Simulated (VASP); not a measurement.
# Li (Fd-3m) in VASP: further runs

Runs on Li. Level: PBEsol. Tasks: single point.

Everything below comes from runs of VASP 6.6.1. Logs are shortened: lines on timing, memory, paths and dates and some standing lists are left out, and cuts for length are marked.

**1. The cell of the first run**

It takes space group Fd-3m (No. 227, cubic). The conventional cell has a = 3.842 Å, b = 3.842 Å, c = 3.842 Å, α = 90.00°, β = 90.00°, γ = 90.00°. Li (site symmetry -43m) has 4 Li at 1.66 Å within 2.2 Å.

This isn't the form of Li at room conditions, which is bcc.

**2. Single point, PBEsol**

INCAR

```
SYSTEM = Li
PREC     = Accurate       ! precision mode
ENCUT    = 520            ! plane-wave cutoff, eV
EDIFF    = 1E-6           ! SCF threshold, eV
ISMEAR   = -1             ! smearing method
SIGMA    = 0.1            ! smearing width, eV
LREAL    = .FALSE.        ! projectors in reciprocal space
LASPH    = .TRUE.         ! aspherical terms in the spheres
NELM     = 100            ! most SCF steps
ALGO     = Normal         ! electronic algorithm
ISIF     = 2              ! what is computed and relaxed
LWAVE    = .FALSE.        ! write WAVECAR
LCHARG   = .FALSE.        ! write CHGCAR
GGA      = PS             ! functional
NBANDS   = 10             ! bands
```

KPOINTS

```
Automatic mesh
0
G
  12 12 12
  0 0 0
```

POSCAR

```
Li
1.0
    0.0000000000      1.9211291198      1.9211291198
    1.9211291198      0.0000000000      1.9211291198
    1.9211291198      1.9211291198      0.0000000000
Li
2
Direct
    0.0000000000      0.0000000000      0.0000000000
    0.2500000000      0.2500000000      0.2500000000
```

Potentials or basis: VASP PAW PBE potentials, release 64 (Li_sv).

On the command line:

```
> cat potpaw_PBE.64/Li_sv/POTCAR > POTCAR
> mpirun -np 1 vasp_std > vasp.out
```

OUTCAR:

```text
SYSTEM = Li
   PREC = Accurate
   ENCUT = 520
   EDIFF = 1E-6
   ISMEAR = -1
   LREAL = .FALSE.
   LASPH = .TRUE.
   NELM = 100
   ISIF = 2
   GGA = PS

 ion  position               nearest neighbor table
   1  0.000  0.000  0.000-   2 1.66   2 1.66   2 1.66   2 1.66
   2  0.250  0.250  0.250-   1 1.66   1 1.66   1 1.66   1 1.66

  LATTYP: Found a face centered cubic cell.
 ALAT       =     3.8422582396

  Lattice vectors:

 A1 = (   0.0000000000,   1.9211291198,   1.9211291198)
 A2 = (   1.9211291198,   0.0000000000,   1.9211291198)
 A3 = (   1.9211291198,   1.9211291198,   0.0000000000)

Analysis of symmetry for initial positions (statically):
=====================================================================
 Subroutine PRICEL returns:
 Original cell was already a primitive cell.

 Routine SETGRP: Setting up the symmetry group for a
 face centered cubic supercell.

 Subroutine GETGRP returns: Found 48 space group operations
 (whereof 24 operations were pure point group operations)
 out of a pool of 48 trial point group operations.

The static configuration has the point symmetry T_d .
 The point group associated with its full space group is O_h .

Analysis of symmetry for dynamics (positions and initial velocities):
=====================================================================
 Subroutine PRICEL returns:
 Original cell was already a primitive cell.

 Routine SETGRP: Setting up the symmetry group for a
 face centered cubic supercell.

 Subroutine GETGRP returns: Found 48 space group operations
 (whereof 24 operations were pure point group operations)
 out of a pool of 48 trial point group operations.

The dynamic configuration has the point symmetry T_d .
 The point group associated with its full space group is O_h .

 Subroutine INISYM returns: Found 48 space group operations
 (whereof 24 operations are pure point group operations),
 and found     1 'primitive' translations

----------------------------------------------------------------------------------------

                                     Primitive cell

  volume of cell :      14.1808

  direct lattice vectors                    reciprocal lattice vectors
     0.000000000  1.921129120  1.921129120    -0.260263610  0.260263610  0.260263610
     1.921129120  0.000000000  1.921129120     0.260263610 -0.260263610  0.260263610
     1.921129120  1.921129120  0.000000000     0.260263610  0.260263610 -0.260263610

  length of vectors
     2.716886856  2.716886856  2.716886856     0.450789796  0.450789796  0.450789796

  position of ions in fractional coordinates (direct lattice)
     0.000000000  0.000000000  0.000000000
     0.250000000  0.250000000  0.250000000

  ion indices of the primitive-cell ions
   primitive index   ion index
                 1           1
                 2           2

----------------------------------------------------------------------------------------

 KPOINTS: Automatic mesh

Automatic generation of k-mesh.
 Grid dimensions read from file:
 generate k-points for:   12   12   12

 Generating k-lattice:

  Cartesian coordinates                     Fractional coordinates (reciprocal lattice)
    -0.021688634  0.021688634  0.021688634     0.083333333  0.000000000  0.000000000
     0.021688634 -0.021688634  0.021688634     0.000000000  0.083333333  0.000000000
     0.021688634  0.021688634 -0.021688634     0.000000000  0.000000000  0.083333333

  Length of vectors
     0.037565816  0.037565816  0.037565816

  Shift w.r.t. Gamma in fractional coordinates (k-lattice)
     0.000000000  0.000000000  0.000000000

 Subroutine IBZKPT returns following result:
 ===========================================

 Found     72 irreducible k-points:

 Following reciprocal coordinates:
            Coordinates               Weight
  0.000000  0.000000  0.000000      1.000000
  0.083333  0.000000  0.000000      8.000000
  0.166667  0.000000  0.000000      8.000000
  0.250000  0.000000  0.000000      8.000000
  0.333333  0.000000  0.000000      8.000000
  0.416667  0.000000  0.000000      8.000000
[... 16 lines left out ...]
  0.500000  0.166667  0.000000     24.000000
 -0.416667  0.166667  0.000000     24.000000
 [... further k-points ...]
   k-points           NKPTS =     72   k-points in BZ     NKDIM =     72   number of bands    NBANDS=     10
   number of dos      NEDOS =    301   number of ions     NIONS =      2
   total plane-waves  NPLWV =   8000
   dimension x,y,z NGX =    20 NGY =   20 NGZ =   20
   dimension x,y,z NGXF=    40 NGYF=   40 NGZF=   40
   ions per type =               2
   NGX,Y,Z   is equivalent  to a cutoff of  12.24, 12.24, 12.24 a.u.
   NGXF,Y,Z  is equivalent  to a cutoff of  24.48, 24.48, 24.48 a.u.
 SYSTEM =  Li
   PREC   = accura    normal or accurate (medium, high low for compatibility)
   ISTART =      0    job   : 0-new  1-cont  2-samecut
   ICHARG =      2    charge: 1-file 2-atom 10-const
   ISPIN  =      1    spin polarized calculation?
   LNONCOLLINEAR =      F non collinear calculations
   LSORBIT =      F    spin-orbit coupling
   LASPH  =      T    aspherical Exc in radial PAW
   ENCUT  =  520.0 eV  38.22 Ry    6.18 a.u.   5.05  5.05  5.05*2*pi/ulx,y,z
   NELM   =    100;   NELMIN=  2; NELMDL= -5     # of ELM steps
   EDIFF  = 0.1E-05   stopping-criterion for ELM
   LREAL  =      F    real-space projection
   EDIFFG = 0.1E-04   stopping-criterion for IOM
   NSW    =      0    number of steps for IOM
   IBRION =     -1    ionic relax: 0-MD 1-quasi-New 2-CG
   NFREE  =      0    steps in history (QN), initial steepest desc. (CG)
   ISIF   =      2    stress and relaxation
   ISYM   =      2    0-nonsym 1-usesym 2-fastsym
   POTIM  = 0.5000    time-step for ionic-motion
   TEBEG  =    0.0;   TEEND  =   0.0 temperature during run
   PSTRESS=    0.0 pullay stress
   NELECT =       6.0000    total number of electrons
   NUPDOWN=      -1.0000    fix difference up-down
   EMIN   =  10.00;   EMAX   =-10.00  energy-range for DOS
   EFERMI =   0.00;   METHOD = LEGACY
   ISMEAR =    -1;   SIGMA  =   0.10  broadening in eV -4-tet -1-fermi 0-gaus
   EFERMI_NEDOS =   21; number of points for ismear=-14 and -15
   IALGO  =     38    algorithm
   IMIX   =      4    mixing-type and parameters
     AMIX     =   0.40;   BMIX     =  1.00
     AMIX_MAG =   1.60;   BMIX_MAG =  1.00
  volume/ion in A,a.u.               =       7.09        47.85
  Fermi-wavevector in a.u.,A,eV,Ry     =   1.229019  2.322510 20.551442  1.510488
  Thomas-Fermi vector in A             =   2.363923
   LORBIT       =      0    0 simple, 1 ext, 2 COOP (PROOUT), +10 PAW based schemes
   GGA     = PS    functional components
   LHFCALC =     F    Hartree Fock is set to
   AEXX    =    0.0000 exact exchange contribution
   IVDW    =     0    specifies the selected vdW correction
   LEPSILON=     F    determine dielectric tensor
   LRPA    =     F    only Hartree local field effects (RPA)
 non-spin polarized calculation
  energy-cutoff  :      520.00
  volume of cell :       14.18
 maximum number of plane-waves:       392
   NGX = 11   NGY = 11   NGZ = 11

 number of electron       5.9999978 magnetization

 Free energy of the ion-electron system (eV)
  ---------------------------------------------------
  ext. energy  EPLUGINS =         0.00000000
  ---------------------------------------------------
  free energy    TOTEN  =        -0.33029073 eV

  energy without entropy =       -0.32779754  energy(sigma->0) =       -0.32904413

 E-fermi :   6.3360     XC(G=0): -10.1773

 val. band max:        6.1906605042   @ k =  -0.3333   0.5000   0.1667
 cond. band min:       6.5729277109   @ k =  -0.4167   0.5000   0.0833
 fundamental gap:      0.3822672066
 Fermi energy:         6.3359980496

 k-point     1 :       0.0000    0.0000    0.0000
  band No.  band energies     occupation
      1     -42.7474      2.00000
      2     -40.3459      2.00000
      3       1.5253      2.00000
      4      19.1123      0.00000
      5      19.1123      0.00000
      6      19.1124      0.00000
      7      20.8961      0.00000
      8      20.8961      0.00000
      9      20.8961      0.00000
     10      31.6245      0.00000

 k-point     2 :       0.0833    0.0000    0.0000
  band No.  band energies     occupation
      1     -42.7137      2.00000
      2     -40.3743      2.00000
      3       1.5806      2.00000
      4      17.0614      0.00000
      5      18.3591      0.00000
      6      18.3592      0.00000
      7      21.8391      0.00000
      8      21.8392      0.00000
      9      23.2164      0.00000
     10      29.4251      0.00000

 k-point     3 :       0.1667    0.0000    0.0000
  band No.  band energies     occupation
      1     -42.6180      2.00000
      2     -40.4575      2.00000
      3       1.7322      2.00000
      4      14.6675      0.00000
      5      17.3610      0.00000
      6      17.3611      0.00000
      7      23.0314      0.00000
      8      23.0314      0.00000
      9      26.2745      0.00000
     10      27.6377      0.00000

 k-point     4 :       0.2500    0.0000    0.0000
  band No.  band energies     occupation
      1     -42.4741      2.00000
      2     -40.5845      2.00000
      3       1.9454      2.00000
      4      12.6597      0.00000
      5      16.6025      0.00000
      6      16.6026      0.00000
      7      22.9940      0.00000
      8      22.9940      0.00000
      9      26.2510      0.00000
     10      29.3027      0.00000
[... 222 lines left out ...]
 k-point    22 :       0.4167    0.1667    0.0000
  band No.  band energies     occupation
      1     -42.1460      2.00000
      2     -40.8816      2.00000
      3       2.7384      2.00000
      4      10.4976      0.00000
      5      13.3555      0.00000
      6      14.9990      0.00000
      7      20.5706      0.00000
      8      25.8564      0.00000
      9      25.8652      0.00000
     10      31.8865      0.00000

 k-point    23 :       0.5000    0.1667    0.0000
  band No.  band energies     occupation
      1     -42.0202      2.00000
      2     -40.9982      2.00000
      3       2.9409      2.00000
      4       9.6863      0.00000
      5      13.6082      0.00000
      6      14.1332      0.00000
      7      20.6433      0.00000
      8      24.8276      0.00000
      9      27.5273      0.00000
     10      31.1197      0.00000

 k-point    24 :      -0.4167    0.1667    0.0000
  band No.  band energies     occupation
      1     -42.0018      2.00000
      2     -41.0153      2.00000
      3       2.9377      2.00000
      4       9.5741      0.00000
      5      13.5691      0.00000
      6      14.2183      0.00000
      7      20.8954      0.00000
      8      24.1098      0.00000
      9      29.1181      0.00000
     10      30.4319      0.00000

 [... further k-points ...]

------------------------ aborting loop because EDIFF is reached ----------------------------------------

  FORCE on cell =-STRESS in cart. coord.  units (eV):
  Direction    XX          YY          ZZ          XY          YZ          ZX
  --------------------------------------------------------------------------------------
  -------------------------------------------------------------------------------------
  Total        5.2374995      5.2374995      5.2374995     -0.0000000     -0.0000000      0.0000000
  in kB      591.7454351    591.7454351    591.7454351     -0.0000000     -0.0000000      0.0000000
  external PRESSURE =     591.7454351 kB  Pullay stress =       0.0000000 kB

 VOLUME and BASIS-vectors are now :
 -----------------------------------------------------------------------------
  energy-cutoff  :      520.00
  volume of cell :       14.18
      direct lattice vectors                 reciprocal lattice vectors
     0.000000000  1.921129120  1.921129120    -0.260263610  0.260263610  0.260263610
     1.921129120  0.000000000  1.921129120     0.260263610 -0.260263610  0.260263610
     1.921129120  1.921129120  0.000000000     0.260263610  0.260263610 -0.260263610

 POSITION                                       TOTAL-FORCE (eV/Angst)
 -----------------------------------------------------------------------------------
      0.00000      0.00000      0.00000         0.000000      0.000000      0.000000
      0.96056      0.96056      0.96056        -0.000000     -0.000000     -0.000000
 -----------------------------------------------------------------------------------
    total drift:                                0.000000      0.000000      0.000000

  FREE ENERGIE OF THE ION-ELECTRON SYSTEM (eV)
  ---------------------------------------------------
  free  energy   TOTEN  =        -0.3302907280 eV

  energy  without entropy=       -0.3277975416  energy(sigma->0) =       -0.32904413
```

It took 6.3 s on 1 thread of AMD EPYC 7R13 (Zen 3), shared host; peak memory 0.09 GiB.

Results:

```yaml
Free_energy: -0.3303 eV
Band_gap_on_the_k_mesh: zero (bands 3 and 4 overlap by 0.78 eV)
```

Caveat: the cutoff is under 1.25 times the usual one of these potentials, so pressure, stress and relaxed cells hold a basis-set (Pulay) error; atoms lie so close that the PAW spheres overlap strongly, which falsifies energies and pressures; the PAW data sets were made with another functional, which shifts forces and pressure a little.

**3. Single point, PBEsol**

This run uses another cell than the first one, of 8.32 Å³/atom.

INCAR

```
SYSTEM = Li
  PREC = Accurate
  ENCUT = 520
  EDIFF = 1E-6
  ISMEAR = -1
  SIGMA = 0.1
  LREAL = .False.
  LASPH = .True.
  NELM = 60
  ALGO = Normal
  ISIF = 2
  LWAVE = .False.
  LCHARG = .False.
  GGA = PS
  NBANDS = 10
```

KPOINTS

```
regular mesh
0
Gamma
  12 12 12
  0 0 0
```

POSCAR

```
Li
1.0
    0.0000000000      2.0264014870      2.0264014870
    2.0264014870      0.0000000000      2.0264014870
    2.0264014870      2.0264014870      0.0000000000
Li
2
Direct
    0.0000000000      0.0000000000      0.0000000000
    0.2500000000      0.2500000000      0.2500000000
```

Potentials or basis: VASP PAW PBE potentials, release 64 (Li_sv).

On the command line:

```
> cat potpaw_PBE.64/Li_sv/POTCAR > POTCAR
> mpirun -np 1 vasp_std > vasp.out
```

OUTCAR:

```text
SYSTEM = Li
   PREC = Accurate
   ENCUT = 520
   EDIFF = 1E-6
   ISMEAR = -1
   LREAL = .False.
   LASPH = .True.
   NELM = 60
   ISIF = 2
   GGA = PS

 ion  position               nearest neighbor table
   1  0.000  0.000  0.000-   2 1.75   2 1.75   2 1.75   2 1.75
   2  0.250  0.250  0.250-   1 1.75   1 1.75   1 1.75   1 1.75

  LATTYP: Found a face centered cubic cell.
 ALAT       =     4.0528029740

  Lattice vectors:

[... 500 lines left out ...]

------------------------ aborting loop because EDIFF is reached ----------------------------------------

  FORCE on cell =-STRESS in cart. coord.  units (eV):
  Direction    XX          YY          ZZ          XY          YZ          ZX
  --------------------------------------------------------------------------------------
  -------------------------------------------------------------------------------------
  Total        4.1061105      4.1061105      4.1061105      0.0000000     -0.0000000      0.0000000
  in kB      395.3072099    395.3072099    395.3072099      0.0000000     -0.0000000      0.0000000
  external PRESSURE =     395.3072099 kB  Pullay stress =       0.0000000 kB

 VOLUME and BASIS-vectors are now :
 -----------------------------------------------------------------------------
  energy-cutoff  :      520.00
  volume of cell :       16.64
      direct lattice vectors                 reciprocal lattice vectors
     0.000000000  2.026401487  2.026401487    -0.246742811  0.246742811  0.246742811
     2.026401487  0.000000000  2.026401487     0.246742811 -0.246742811  0.246742811
     2.026401487  2.026401487  0.000000000     0.246742811  0.246742811 -0.246742811

 POSITION                                       TOTAL-FORCE (eV/Angst)
 -----------------------------------------------------------------------------------
      0.00000      0.00000      0.00000         0.000000      0.000000      0.000000
      1.01320      1.01320      1.01320        -0.000000     -0.000000     -0.000000
 -----------------------------------------------------------------------------------
    total drift:                               -0.000000      0.000000      0.000000

  FREE ENERGIE OF THE ION-ELECTRON SYSTEM (eV)
  ---------------------------------------------------
  free  energy   TOTEN  =        -1.0871263494 eV

  energy  without entropy=       -1.0835530583  energy(sigma->0) =       -1.08533970
```

It took 9.9 s on 1 thread of AMD EPYC 7R13 (Zen 3), shared host; peak memory 0.1 GiB.

Results:

| Property | Result |
| --- | --- |
| Free energy | -1.0871 eV |
| Band gap on the k mesh | zero (bands 3 and 4 overlap by 0.52 eV) |

Levels at points of the mesh, in eV from the Fermi level:
| k point | band 1 | band 2 | band 3 | band 4 | band 5 | band 6 | band 7 | band 8 |
| --- | --- | --- | --- | --- | --- | --- | --- | --- |
| (0.00, 0.00, 0.00) | -48.53 | -46.84 | -4.90 | 11.48 | 11.48 | 11.48 | 13.13 | 13.13 |
| (0.50, 0.00, 0.00) | -48.08 | -47.25 | -3.56 | 2.51 | 8.48 | 8.48 | 13.31 | 13.31 |
| (0.50, 0.50, 0.00) | -47.66 | -47.66 | 0.30 | 0.30 | 3.86 | 3.86 | 13.77 | 13.77 |

Caveat: the cutoff is under 1.25 times the usual one of these potentials, so pressure, stress and relaxed cells hold a basis-set (Pulay) error; atoms lie so close that the PAW spheres overlap strongly, which falsifies energies and pressures; the PAW data sets were made with another functional, which shifts forces and pressure a little.
